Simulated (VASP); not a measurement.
# MgZn2 (P6_3/mmc) in VASP: single point with LDA

Aim: the single point of MgZn2 with LDA.

All numbers are computed with VASP 6.6.1; they aren't measurements. Logs are shortened: lines on timing, memory, paths and dates and some standing lists are left out, and cuts for length are marked.

## (1) The cell of the first run

It takes space group P6_3/mmc (No. 194, hexagonal). The conventional cell has a = 2.987 Å, b = 2.987 Å, c = 13.526 Å, α = 90.00°, β = 90.00°, γ = 120.00°. Within 3.8 Å of Mg (site symmetry -6m2) lie 6 Zn at 2.91 Å and 6 Mg at 2.99 Å. Within 3.6 Å of Zn (site symmetry 3m) lie 9 Zn at 2.70 to 2.99 Å and 3 Mg at 2.91 Å.

## (2) Single point, LDA

Input file INCAR:

```
PREC = Accurate ; ENCUT = 520
EDIFF = 1E-6 ; ISMEAR = -1
SIGMA = 0.1 ; LREAL = False
LASPH = True ; NELM = 60
ALGO = Normal ; ISIF = 2
LWAVE = False ; LCHARG = False
GGA = CA ; NBANDS = 35
```

Input file KPOINTS:

```
Automatic mesh
0
Gamma
  9 9 2
```

Input file POSCAR:

```
MgZn2
1.0
    2.9867640000      0.0000000000      0.0000000000
   -1.4933820000      2.5866134991      0.0000000000
    0.0000000000      0.0000000000     13.5264580000
Mg Zn
2 4
Direct
    0.6666670000      0.3333330000      0.2500000000
    0.3333330000      0.6666670000      0.7500000000
    0.3333330000      0.6666670000      0.4229910000
    0.3333330000      0.6666670000      0.0770090000
    0.6666670000      0.3333330000      0.9229910000
    0.6666670000      0.3333330000      0.5770090000
```

Potentials or basis: VASP PAW LDA potentials, release 64 (Mg, Zn).

Run with:

```bash
$ cat potpaw_LDA.64/Mg/POTCAR potpaw_LDA.64/Zn/POTCAR > POTCAR
$ mpirun -np 1 vasp_std > vasp.out
```

OUTCAR:

```text
PREC = Accurate
   ENCUT = 520
   EDIFF = 1E-6
   ISMEAR = -1
   LREAL = False
   LASPH = True
   NELM = 60
   ISIF = 2
   GGA = CA

 ion  position               nearest neighbor table
   1  0.667  0.333  0.250-   3 2.91   4 2.91   3 2.91   4 2.91   3 2.91   4 2.91
   2  0.333  0.667  0.750-   5 2.91   6 2.91   5 2.91   6 2.91   5 2.91   6 2.91
   3  0.333  0.667  0.423-   6 2.70   6 2.70   6 2.70   1 2.91   1 2.91   1 2.91
   4  0.333  0.667  0.077-   5 2.70   5 2.70   5 2.70   1 2.91   1 2.91   1 2.91
   5  0.667  0.333  0.923-   4 2.70   4 2.70   4 2.70   2 2.91   2 2.91   2 2.91
   6  0.667  0.333  0.577-   3 2.70   3 2.70   3 2.70   2 2.91   2 2.91   2 2.91

  LATTYP: Found a hexagonal cell.
 ALAT       =     2.9867640000
 C/A-ratio  =     4.5288004007

  Lattice vectors:

 A1 = (   2.9867640000,   0.0000000000,   0.0000000000)
 A2 = (  -1.4933820000,   2.5866134991,   0.0000000000)
 A3 = (   0.0000000000,   0.0000000000,  13.5264580000)

Analysis of symmetry for initial positions (statically):
=====================================================================
 Subroutine PRICEL returns:
 Original cell was already a primitive cell.

 Routine SETGRP: Setting up the symmetry group for a
 hexagonal supercell.

 Subroutine GETGRP returns: Found 24 space group operations
 (whereof 12 operations were pure point group operations)
 out of a pool of 24 trial point group operations.

The static configuration has the point symmetry D_3d.
 The point group associated with its full space group is D_6h.

Analysis of symmetry for dynamics (positions and initial velocities):
=====================================================================
 Subroutine PRICEL returns:
 Original cell was already a primitive cell.

 Routine SETGRP: Setting up the symmetry group for a
 hexagonal supercell.

 Subroutine GETGRP returns: Found 24 space group operations
 (whereof 12 operations were pure point group operations)
 out of a pool of 24 trial point group operations.

The dynamic configuration has the point symmetry D_3d.
 The point group associated with its full space group is D_6h.

 Subroutine INISYM returns: Found 24 space group operations
 (whereof 12 operations are pure point group operations),
 and found     1 'primitive' translations

----------------------------------------------------------------------------------------

[... 100 lines left out ...]
   LREAL  =      F    real-space projection
   EDIFFG = 0.1E-04   stopping-criterion for IOM
   NSW    =      0    number of steps for IOM
   IBRION =     -1    ionic relax: 0-MD 1-quasi-New 2-CG
   NFREE  =      0    steps in history (QN), initial steepest desc. (CG)
   ISIF   =      2    stress and relaxation
   ISYM   =      2    0-nonsym 1-usesym 2-fastsym
   POTIM  = 0.5000    time-step for ionic-motion
   TEBEG  =    0.0;   TEEND  =   0.0 temperature during run
   PSTRESS=    0.0 pullay stress
   NELECT =      52.0000    total number of electrons
   NUPDOWN=      -1.0000    fix difference up-down
   EMIN   =  10.00;   EMAX   =-10.00  energy-range for DOS
   EFERMI =   0.00;   METHOD = LEGACY
   ISMEAR =    -1;   SIGMA  =   0.10  broadening in eV -4-tet -1-fermi 0-gaus
   EFERMI_NEDOS =   21; number of points for ismear=-14 and -15
   IALGO  =     38    algorithm
   IMIX   =      4    mixing-type and parameters
     AMIX     =   0.40;   BMIX     =  1.00
     AMIX_MAG =   1.60;   BMIX_MAG =  1.00
  volume/ion in A,a.u.               =      17.42       117.53
  Fermi-wavevector in a.u.,A,eV,Ry     =   1.297290  2.451523 22.898082  1.682962
  Thomas-Fermi vector in A             =   2.428692
   LORBIT       =      0    0 simple, 1 ext, 2 COOP (PROOUT), +10 PAW based schemes
   GGA     = CA    functional components
   LHFCALC =     F    Hartree Fock is set to
   AEXX    =    0.0000 exact exchange contribution
   IVDW    =     0    specifies the selected vdW correction
   LEPSILON=     F    determine dielectric tensor
   LRPA    =     F    only Hartree local field effects (RPA)
 non-spin polarized calculation
  energy-cutoff  :      520.00
  volume of cell :      104.50
 maximum number of plane-waves:      2882
 NGX is ok and might be reduce to    24
   NGX = 11   NGY = 11   NGZ = 51

 number of electron      51.9999925 magnetization

 Free energy of the ion-electron system (eV)
  ---------------------------------------------------
  ext. energy  EPLUGINS =         0.00000000
  ---------------------------------------------------
  free energy    TOTEN  =       -10.95910221 eV

  energy without entropy =      -10.88430192  energy(sigma->0) =      -10.92170207

 E-fermi :   2.6130     XC(G=0): -10.6496

 val. band max:        2.5240522359   @ k =   0.3333   0.1111   0.5000
 cond. band min:       2.6295349947   @ k =   0.3333   0.1111   0.0000
 fundamental gap:      0.1054827588
 Fermi energy:         2.6129516945

 k-point     1 :       0.0000    0.0000    0.0000
  band No.  band energies     occupation
      1      -6.4889      2.00000
      2      -6.1077      2.00000
      3      -5.2994      2.00000
      4      -5.2540      2.00000
      5      -4.8121      2.00000
      6      -4.8121      2.00000
[... 901 lines left out ...]
     34       6.7719      0.00000
     35       6.8639      0.00000

------------------------ aborting loop because EDIFF is reached ----------------------------------------

  FORCE on cell =-STRESS in cart. coord.  units (eV):
  Direction    XX          YY          ZZ          XY          YZ          ZX
  --------------------------------------------------------------------------------------
  -------------------------------------------------------------------------------------
  Total       -3.0516861     -3.0516861     -5.6384661      0.0000000     -0.0000000     -0.0000000
  in kB      -46.7879383    -46.7879383    -86.4480146      0.0000000     -0.0000000     -0.0000000
  external PRESSURE =     -60.0079637 kB  Pullay stress =       0.0000000 kB

 VOLUME and BASIS-vectors are now :
 -----------------------------------------------------------------------------
  energy-cutoff  :      520.00
  volume of cell :      104.50
      direct lattice vectors                 reciprocal lattice vectors
     2.986764000  0.000000000  0.000000000     0.334810517  0.193302942  0.000000000
    -1.493382000  2.586613499  0.000000000     0.000000000  0.386605885  0.000000000
     0.000000000  0.000000000 13.526458000     0.000000000  0.000000000  0.073929184

 POSITION                                       TOTAL-FORCE (eV/Angst)
 -----------------------------------------------------------------------------------
      1.49338      0.86220      3.38161         0.000000     -0.000000      0.000000
     -0.00000      1.72441     10.14484         0.000000     -0.000000      0.000000
     -0.00000      1.72441      5.72157         0.000000      0.000000      0.096824
     -0.00000      1.72441      1.04166         0.000000     -0.000000     -0.096824
      1.49338      0.86220     12.48480        -0.000000      0.000000      0.096824
      1.49338      0.86220      7.80489        -0.000000     -0.000000     -0.096824
 -----------------------------------------------------------------------------------
    total drift:                               -0.000225      0.000098      0.000007

  FREE ENERGIE OF THE ION-ELECTRON SYSTEM (eV)
  ---------------------------------------------------
  free  energy   TOTEN  =       -10.9591022142 eV

  energy  without entropy=      -10.8843019207  energy(sigma->0) =      -10.92170207
```

OSZICAR:

```text
N       E                     dE             d eps       ncg     rms          rms(c)
DAV:   1     0.306632827543E+03    0.30663E+03   -0.24207E+04  1680   0.194E+03
DAV:   2     0.956351769547E+01   -0.29707E+03   -0.28716E+03  1680   0.379E+02
DAV:   3    -0.111935233609E+02   -0.20757E+02   -0.20516E+02  1945   0.109E+02
DAV:   4    -0.115221474242E+02   -0.32862E+00   -0.32816E+00  1909   0.136E+01
DAV:   5    -0.115241147956E+02   -0.19674E-02   -0.19672E-02  1893   0.891E-01    0.464E+00
DAV:   6    -0.110185111175E+02    0.50560E+00   -0.28486E+00  2030   0.249E+01    0.378E+00
DAV:   7    -0.109843747910E+02    0.34136E-01   -0.14980E-01  2008   0.454E+00    0.216E+00
DAV:   8    -0.109599221722E+02    0.24453E-01   -0.16218E-02  1898   0.124E+00    0.176E-01
DAV:   9    -0.109591094747E+02    0.81270E-03   -0.18567E-03  2182   0.533E-01    0.441E-02
DAV:  10    -0.109591053271E+02    0.41476E-05   -0.13471E-04  1861   0.787E-02    0.195E-02
DAV:  11    -0.109591021947E+02    0.31324E-05   -0.15671E-05  2039   0.449E-02    0.261E-03
DAV:  12    -0.109591022142E+02   -0.19540E-07   -0.56598E-07  1056   0.423E-03
   1 F= -.10959102E+02 E0= -.10921702E+02  d E =-.748003E-01
```

Wall time 1.8 min (1 thread of AMD EPYC 7R43 (Zen 3), shared host); peak memory 0.2 GiB.

What came out:

```
Free energy            : -10.9591 eV
Pressure               : -6.0 GPa
Largest force          : 0.097 eV/Å
Band gap on the k mesh : zero (bands 26 and 27 overlap by 2.78 eV)
```

Forces in eV/Å, atoms in the order of the input:
```
Mg   0.000  0.000  0.000
Mg   0.000  0.000  0.000
Zn   0.000  0.000  0.097
Zn   0.000  0.000 -0.097
Zn   0.000  0.000  0.097
Zn   0.000  0.000 -0.097
```

Stress tensor (GPa, compression positive):
```
-4.68  0.00  0.00
 0.00 -4.68  0.00
 0.00  0.00 -8.64
```

Caveat: the cell stands under tension.
